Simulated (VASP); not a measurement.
# Zn2O3 (Pn-3m) in VASP: further runs, part 2 of 2

VASP 6.6.1. Earlier steps stand in the parts before.

### Step 3. Single point, PBE

This run uses another cell than the first one, of 10.87 Å³/atom.

Input file INCAR:

```
  PREC = Accurate
  ENCUT = 520
  EDIFF = 1E-6
  ISMEAR = -1
  SIGMA = 0.06122561905347299
  LREAL = False
  LASPH = True
  NELM = 80
  ALGO = Normal
  ISIF = 2
  LWAVE = False
  LCHARG = False
  GGA = PE
  NBANDS = 53
```

Input file KPOINTS:

```
Automatic mesh
0
Gamma
  8 8 8
```

Input file POSCAR:

```
Zn2O3
1.0
    4.7729574225      0.0000000000      0.0000000000
    0.0000000000      4.7729574225      0.0000000000
    0.0000000000      0.0000000000      4.7729574225
Zn O
4 6
Direct
    0.2500000000      0.2500000000      0.2500000000
    0.7500000000      0.7500000000      0.2500000000
    0.7500000000      0.2500000000      0.7500000000
    0.2500000000      0.7500000000      0.7500000000
    0.5000000000      0.0000000000      0.0000000000
    0.0000000000      0.5000000000      0.0000000000
    0.0000000000      0.0000000000      0.5000000000
    0.5000000000      0.5000000000      0.0000000000
    0.5000000000      0.0000000000      0.5000000000
    0.0000000000      0.5000000000      0.5000000000
```

Potentials or basis: VASP PAW PBE potentials, release 64 (Zn, O).

The run is started by

```console
> cat potpaw_PBE.64/Zn/POTCAR potpaw_PBE.64/O/POTCAR > POTCAR
> mpirun -np 1 vasp_std > vasp.out
```

OUTCAR:

```text
PREC = Accurate
   ENCUT = 520
   EDIFF = 1E-6
   ISMEAR = -1
   LREAL = False
   LASPH = True
   NELM = 80
   ISIF = 2
   GGA = PE

 ion  position               nearest neighbor table
   1  0.250  0.250  0.250-   5 2.07   6 2.07   7 2.07   8 2.07   9 2.07  10 2.07
   2  0.750  0.750  0.250-   5 2.07   6 2.07   7 2.07   8 2.07   9 2.07  10 2.07
   3  0.750  0.250  0.750-   5 2.07   6 2.07   7 2.07   8 2.07   9 2.07  10 2.07
   4  0.250  0.750  0.750-   5 2.07   6 2.07   7 2.07   8 2.07   9 2.07  10 2.07
   5  0.500  0.000  0.000-   1 2.07   2 2.07   3 2.07   4 2.07
   6  0.000  0.500  0.000-   1 2.07   2 2.07   3 2.07   4 2.07
   7  0.000  0.000  0.500-   1 2.07   2 2.07   3 2.07   4 2.07
   8  0.500  0.500  0.000-   1 2.07   2 2.07   3 2.07   4 2.07
   9  0.500  0.000  0.500-   1 2.07   2 2.07   3 2.07   4 2.07
  10  0.000  0.500  0.500-   1 2.07   2 2.07   3 2.07   4 2.07

  LATTYP: Found a simple cubic cell.
 ALAT       =     4.7729574225

  Lattice vectors:

 A1 = (   4.7729574225,   0.0000000000,   0.0000000000)
 A2 = (   0.0000000000,   4.7729574225,   0.0000000000)
 A3 = (   0.0000000000,   0.0000000000,   4.7729574225)

[... 203 lines left out ...]
      3     -16.2464      2.00000
      4     -15.0820      2.00000
      5     -15.0820      2.00000
      6     -14.4115      2.00000
[... 1333 lines left out ...]
     52      11.0309      0.00000
     53      13.2693      0.00000

 [... further k-points ...]

------------------------ aborting loop because EDIFF is reached ----------------------------------------

  FORCE on cell =-STRESS in cart. coord.  units (eV):
  Direction    XX          YY          ZZ          XY          YZ          ZX
  --------------------------------------------------------------------------------------
  -------------------------------------------------------------------------------------
  Total        4.6831327      4.6831327      4.6831327      0.0000000      0.0000000     -0.0000000
  in kB       69.0056054     69.0056054     69.0056054      0.0000000      0.0000000     -0.0000000
  external PRESSURE =      69.0056054 kB  Pullay stress =       0.0000000 kB

 VOLUME and BASIS-vectors are now :
 -----------------------------------------------------------------------------
  energy-cutoff  :      520.00
  volume of cell :      108.73
      direct lattice vectors                 reciprocal lattice vectors
     4.772957423  0.000000000  0.000000000     0.209513706  0.000000000  0.000000000
     0.000000000  4.772957423  0.000000000     0.000000000  0.209513706  0.000000000
     0.000000000  0.000000000  4.772957423     0.000000000  0.000000000  0.209513706

 POSITION                                       TOTAL-FORCE (eV/Angst)
 -----------------------------------------------------------------------------------
      1.19324      1.19324      1.19324         0.000000      0.000000     -0.000000
      3.57972      3.57972      1.19324         0.000000      0.000000     -0.000000
      3.57972      1.19324      3.57972        -0.000000     -0.000000     -0.000000
      1.19324      3.57972      3.57972        -0.000000      0.000000      0.000000
      2.38648      0.00000      0.00000        -0.000000     -0.000000     -0.000000
      0.00000      2.38648      0.00000        -0.000000      0.000000      0.000000
      0.00000      0.00000      2.38648        -0.000000      0.000000     -0.000000
      2.38648      2.38648      0.00000         0.000000      0.000000     -0.000000
      2.38648      0.00000      2.38648        -0.000000      0.000000      0.000000
      0.00000      2.38648      2.38648        -0.000000     -0.000000      0.000000
 -----------------------------------------------------------------------------------
    total drift:                               -0.000000      0.000000     -0.000000

  FREE ENERGIE OF THE ION-ELECTRON SYSTEM (eV)
  ---------------------------------------------------
  free  energy   TOTEN  =       -40.2716106257 eV

  energy  without entropy=      -40.1965243715  energy(sigma->0) =      -40.23406750
```

stdout:

```text
POSCAR found type information on POSCAR ZnO
 POSCAR found :  2 types and      10 ions
 scaLAPACK will be used
 LDA part: xc-table for (Slater+PW92), standard interpolation
 POSCAR, INCAR and KPOINTS ok, starting setup
 FFT: planning ... GRIDC
 FFT: planning ... GRID_SOFT
 FFT: planning ... GRID
 WAVECAR not read
 entering main loop
```

It took 2.7 min on 1 thread of Intel Xeon Platinum 8488C (Sapphire Rapids), shared host; peak memory 0.28 GiB.

What came out:

| Quantity | Value |
| --- | --- |
| Free energy | -40.2716 eV |
| Pressure | 6.9 GPa |
| Band gap on the k mesh | zero (bands 42 and 43 overlap by 1.30 eV) |

Levels at points of the mesh, in eV from the Fermi level:
| k point | band 40 | band 41 | band 42 | band 43 | band 44 | band 45 |
| --- | --- | --- | --- | --- | --- | --- |
| (0.00, 0.00, 0.00) | -0.05 | -0.05 | 0.70 | 0.70 | 0.70 | 1.86 |
| (0.50, 0.00, 0.00) | -1.11 | 0.23 | 0.23 | 0.59 | 0.59 | 4.17 |
| (0.50, 0.50, 0.00) | -1.71 | -0.42 | -0.42 | 0.36 | 0.36 | 5.59 |
| (0.50, 0.50, 0.50) | -0.65 | -0.65 | -0.65 | -0.60 | -0.60 | 6.45 |

Caveat: the cell stands under pressure.

### Step 4. Single point, PBE

This run uses another cell than the first one, of 11.10 Å³/atom.

Input file INCAR:

```
SYSTEM = Zn2O3
PREC     = Accurate       ! precision mode
ENCUT    = 520            ! plane-wave cutoff, eV
EDIFF    = 1E-7           ! SCF threshold, eV
ISMEAR   = -1             ! smearing method
SIGMA    = 0.06122561905347299 ! smearing width, eV
LREAL    = .FALSE.        ! projectors in reciprocal space
LASPH    = .TRUE.         ! aspherical terms in the spheres
NELM     = 60             ! most SCF steps
ALGO     = Normal         ! electronic algorithm
ISIF     = 2              ! what is computed and relaxed
LWAVE    = .FALSE.        ! write WAVECAR
LCHARG   = .FALSE.        ! write CHGCAR
GGA      = PE             ! functional
NBANDS   = 53             ! bands
```

Input file KPOINTS:

```
Automatic mesh
0
G
  8 8 8
  0 0 0
```

Edit POSCAR of step 3 so:

```diff
@@ -2,5 +2,5 @@
 1.0
-    4.7729574225      0.0000000000      0.0000000000
-    0.0000000000      4.7729574225      0.0000000000
-    0.0000000000      0.0000000000      4.7729574225
+    4.8058754105      0.0000000000      0.0000000000
+    0.0000000000      4.8058754105      0.0000000000
+    0.0000000000      0.0000000000      4.8058754105
 Zn O
```

The run is started by

```console
> cat potpaw_PBE.64/Zn/POTCAR potpaw_PBE.64/O/POTCAR > POTCAR
> mpirun -np 1 vasp_std > vasp.out
```

Run time: 2.6 min. Hardware: 1 thread of Intel Xeon Platinum 8488C (Sapphire Rapids), shared host; peak memory 0.29 GiB.

Results (log left out):

```yaml
Free_energy: -40.3488 eV
Pressure: 3.7 GPa
Band_gap_on_the_k_mesh: zero (bands 42 and 43 overlap by 1.28 eV)
```

Levels at points of the mesh, in eV from the Fermi level:
```csv
k point,band 39,band 40,band 41,band 42,band 43,band 44,band 45,band 46
"(0.00, 0.00, 0.00)",-0.03,-0.03,-0.03,0.68,0.68,0.68,1.79,3.23
"(0.50, 0.00, 0.00)",-1.10,-1.10,0.23,0.23,0.58,0.58,4.11,4.11
"(0.50, 0.50, 0.00)",-1.71,-1.71,-0.43,-0.43,0.35,0.35,5.53,5.53
"(0.50, 0.50, 0.50)",-2.49,-0.65,-0.65,-0.65,-0.60,-0.60,6.42,6.47
```

Caveat: the cell stands under pressure.

### Step 5. Single point, PBE

This run uses another cell than the first one, of 11.10 Å³/atom.

Input file INCAR:

```
PREC = Accurate
ENCUT = 520
EDIFF = 1E-7
ISMEAR = -1
SIGMA = 0.06122561905347299
LREAL = F
LASPH = T
NELM = 60
ALGO = Normal
ISIF = 2
LWAVE = F
LCHARG = T
GGA = PE
LELF = T
LVHAR = T
NBANDS = 53
```

Input file KPOINTS:

```
Automatic mesh
0
Gamma
  8 8 8
```

POSCAR is that of step 4.

The run is started by

```console
> cat potpaw_PBE.64/Zn/POTCAR potpaw_PBE.64/O/POTCAR > POTCAR
> mpirun -np 1 vasp_std > vasp.out
```

Wall time 2.7 min (1 thread of Intel Xeon Platinum 8488C (Sapphire Rapids), shared host); peak memory 0.28 GiB.

Results (log left out):

```
Free energy            : -40.3488 eV
Pressure               : 3.7 GPa
Band gap on the k mesh : zero (bands 42 and 43 overlap by 1.28 eV)
```

Levels at points of the mesh, in eV from the Fermi level:
```
           k point  band 38  band 39  band 40  band 41  band 42  band 43  band 44  band 45  band 46  band 47
(0.00, 0.00, 0.00)    -0.62    -0.03    -0.03    -0.03     0.68     0.68     0.68     1.79     3.23     7.42
(0.50, 0.00, 0.00)    -1.60    -1.10    -1.10     0.23     0.23     0.58     0.58     4.11     4.11     7.67
(0.50, 0.50, 0.00)    -2.08    -1.71    -1.71    -0.43    -0.43     0.35     0.35     5.53     5.53     6.35
(0.50, 0.50, 0.50)    -2.49    -2.49    -0.65    -0.65    -0.65    -0.60    -0.60     6.42     6.47     6.75
```

Caveat: the cell stands under pressure.

### Step 6. Overview

| cell | gap on the mesh (eV) | pressure (GPa) |
| --- | --- | --- |
| a = 4.740 Å, 10 atoms | none | 10.5 |
| a = 4.773 Å, 10 atoms | none | 6.9 |
| a = 4.806 Å, 10 atoms | none | 3.7 |

Alike in all rows: task single point; level PBE; potentials or basis VASP PAW PBE potentials, release 64 (Zn, O); no spin polarisation; k mesh 8 × 8 × 8; cutoff (eV) 520; smearing fermi-dirac 0.0612256 eV.

Caveats: the cell stands under pressure.

Absolute energies hang on the potentials; compare differences alone.
